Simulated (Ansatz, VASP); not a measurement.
# SrO: VASP beside Ansatz

INCAR

```
SYSTEM = SrO
PREC = Accurate
ENCUT = 520
EDIFF = 1E-6
ISMEAR = 0
SIGMA = 0.05
LREAL = .False.
LASPH = .True.
NELM = 80
ALGO = Normal
ISIF = 2
LWAVE = .False.
LCHARG = .True.
GGA = PE
LELF = .True.
LVHAR = .True.
NBANDS = 15
```

KPOINTS

```
Automatic mesh
0
Gamma
  8 8 8
  0 0 0
```

The input POSCAR:

```
SrO
1.0
    0.0000000000      2.5698000000      2.4413100000
    2.5698000000      0.0000000000      2.4413100000
    2.5698000000      2.5698000000      0.0000000000
Sr O
1 1
Direct
    0.0000000000      0.0000000000      0.0000000000
    0.5000000000      0.5000000000      0.5000000000
```

Input for Ansatz:

```yaml
crystal:
  lattice:
    - [0.0, 2.5698, 2.44131]
    - [2.5698, 0.0, 2.44131]
    - [2.5698, 2.5698, 0.0]
  atoms:
    - { symbol: Sr, position: [0.0, 0.0, 0.0] }
    - { symbol: O, position: [0.5, 0.5, 0.5] }
basis:
  ecutwfc: 420
kpoints:
  mp_grid: { grid: [8, 8, 8] }
hamiltonian:
  xc: pbe
scf:
  occupations: { method: gaussian, width: 0.05 }
output:
  forces: true
  stress: true
  eigenvalues: true
```

Change from the starting cell: strain +0.000 along x and y, -0.050 along z, atoms carried along.

Alike in both runs: task single point; functional PBE; k mesh 8 × 8 × 8; occupations gaussian, width 0.05 eV; no spin polarisation.

```csv
,VASP,Ansatz
version,VASP 6.6.1,Ansatz 0.2.0
potentials or method,"VASP PAW PBE potentials, release 64 (Sr_sv, O), cutoff 520 eV","scalar-relativistic, plane waves, PAW"
valence electrons in the cell,16,16
```

Ansatz gave:

```
gap on the k mesh at the Fermi level (eV)                     : 2.99
least direct gap on the mesh (eV)                             : 3.20
pressure (GPa)                                                : 9.2
traceless stress, the component that is largest in VASP (GPa) : 6.68
```

Q: Which values does VASP return?

A: gap on the k mesh at the Fermi level (eV): 2.93; least direct gap on the mesh (eV): 3.16; pressure (GPa): 9.9; traceless stress, the component that is largest in VASP (GPa): 7.05.

The functional is the same, so the differences come from potentials, cutoffs and numerics.
